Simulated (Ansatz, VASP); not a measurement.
## Ca2C: VASP beside Ansatz

The input INCAR:

```
PREC = Accurate
ENCUT = 600
EDIFF = 1E-6
ISMEAR = 0
SIGMA = 0.01
LREAL = F
LASPH = T
NELM = 120
ALGO = Normal
ISIF = 2
LWAVE = F
LCHARG = F
GGA = PS
NBANDS = 19
GGA_COMPAT = F
```

The input KPOINTS:

```
regular mesh
0
Gamma
  6 6 6
```

File POSCAR:

```
Ca2C
1.0
    0.0000000000      3.1285803947      3.1285803947
    3.1285803947      0.0000000000      3.1285803947
    3.1285803947      3.1285803947      0.0000000000
C Ca
1 2
Direct
    0.0000000000      0.0000000000      0.0000000000
    0.2500000000      0.2500000000      0.2500000000
    0.7500000000      0.7500000000      0.7500000000
```

Input for Ansatz:

```yaml
crystal:
  lattice:
    - [0.0, 3.1285803947, 3.1285803947]
    - [3.1285803947, 0.0, 3.1285803947]
    - [3.1285803947, 3.1285803947, 0.0]
  atoms:
    - { symbol: C, position: [0.0, 0.0, 0.0] }
    - { symbol: Ca, position: [0.25, 0.25, 0.25] }
    - { symbol: Ca, position: [0.75, 0.75, 0.75] }
kpoints:
  mp_grid: { grid: [6, 6, 6] }
hamiltonian:
  xc: pbesol
scf:
  occupations: { method: fixed }
output:
  optics:
    e_range: [0, 6]
    de: 0.05
    sigma: 0.05
    scissors: 1.0
    scheme: gaussian
    bands: { spectra_wanted_up_to: 6 }
  write_density: true
  write_potential: true
  elf: true
  volumetric_format: npy
```

Alike in both runs: task single point; functional PBEsol; k mesh 6 × 6 × 6; no spin polarisation.

|  | VASP | Ansatz |
| --- | --- | --- |
| version | VASP 6.6.1 | Ansatz 0.2.0 |
| potentials or method | VASP PAW PBE potentials, release 64 (C, Ca_sv) | plane waves, PAW |
| plane-wave cutoff (eV) | 600 | 420 |
| occupations | gaussian, width 0.01 eV | fixed |
| valence electrons in the cell | 24 | 24 |

```csv
,VASP,Ansatz,Ansatz less VASP
gap on the k mesh at the Fermi level (eV),0.19,0.19,+0.006
```

VASP's potentials were made for PBE, not for PBEsol.
